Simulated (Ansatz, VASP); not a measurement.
**Two plane-wave programs on AgO**

INCAR

```
  PREC = Accurate
  ENCUT = 520
  EDIFF = 1E-6
  ISMEAR = 0
  SIGMA = 0.15
  LREAL = F
  LASPH = T
  NELM = 60
  ALGO = Normal
  ISIF = 2
  LWAVE = F
  LCHARG = F
  GGA = PS
  NBANDS = 16
```

File KPOINTS:

```
regular mesh
0
Gamma
  18 18 18
```

Contents of POSCAR:

```
AgO
1.0
    0.0000000000      2.1453921116      3.0335844458
    2.1453921116      0.0000000000      3.0335844458
    2.1453921116      2.1453921116      0.0000000000
Ag O
1 1
Direct
    0.0000000000      0.0000000000      0.0000000000
    0.7500000000      0.7500000000      0.7500000000
```

Input for Ansatz:

```yaml
crystal:
  lattice:
    - [0.0, 2.1453921116, 3.0335844458]
    - [2.1453921116, 0.0, 3.0335844458]
    - [2.1453921116, 2.1453921116, 0.0]
  atoms:
    - { symbol: Ag, position: [0.0, 0.0, 0.0] }
    - { symbol: O, position: [0.75, 0.75, 0.75] }
basis:
  ecutwfc: 420
kpoints:
  mp_grid: { grid: [18, 18, 18] }
hamiltonian:
  xc: pbesol
scf:
  occupations: { method: gaussian, width: 0.15 }
output:
  forces: true
  stress: true
  eigenvalues: true
```

Alike in both runs: task single point; functional PBEsol; k mesh 18 × 18 × 18; occupations gaussian, width 0.15 eV; no spin polarisation.

|  | VASP | Ansatz |
| --- | --- | --- |
| version | VASP 6.6.1 | Ansatz 0.2.0 |
| potentials or method | VASP PAW PBE potentials, release 64 (Ag, O), cutoff 520 eV | scalar-relativistic, plane waves, PAW |
| valence electrons in the cell | 17 | 25 |

Ansatz gave:

| Property | Result |
| --- | --- |
| gap on the k mesh at the Fermi level (eV) | none |
| pressure (GPa) | 1.1 |
| traceless stress, the component that is largest in VASP (GPa) | -1.49 |

Question: What did VASP give for the same quantities?

Answer: gap on the k mesh at the Fermi level (eV): none; pressure (GPa): 0.9; traceless stress, the component that is largest in VASP (GPa): -1.52.

VASP's potentials were made for PBE, not for PBEsol. A gap of «none» marks a metal or a gap that the smearing closes. VASP's potentials hold 17 valence electrons a cell and Ansatz's 25, so a difference there can come from the potentials and not from the codes.
